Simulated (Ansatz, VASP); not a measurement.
## RbSi2: VASP beside Ansatz

```xyz
3
Lattice="3.9703 0.0000 0.0000 -1.9851 3.4384 0.0000 0.0000 0.0000 6.0775" Properties=species:S:1:pos:R:3 pbc="T T T"
Rb    0.0000    0.0000    0.0000
Si    0.0000    2.2923    2.7270
Si    1.9851    1.1461    3.3505
```

Alike in both runs: functional PBE; k mesh 6 × 6 × 2; occupations gaussian, width 0.1 eV; no spin polarisation.

Ansatz relaxed the structure, and its values are those at the end. VASP's run is a single point on that final structure, the one shown.

|  | VASP | Ansatz |
| --- | --- | --- |
| version | VASP 6.6.1 | Ansatz 0.2.0 |
| potentials or method | VASP PAW PBE potentials, release 64 (Rb_sv, Si), cutoff 520 eV | scalar-relativistic, plane waves, PAW |
| valence electrons in the cell | 17 | 17 |

Ansatz gave:

- gap on the k mesh at the Fermi level (eV): none
- pressure (GPa): 0.0
- rms of the force components (eV/Å): 0.007

Question: Which values does VASP return?

Answer: gap on the k mesh at the Fermi level (eV): none; pressure (GPa): 0.0; rms of the force components (eV/Å): 0.010.

A gap of «none» marks a metal or a gap that the smearing closes.

The k mesh is coarse, so the values compare programs but aren't converged.
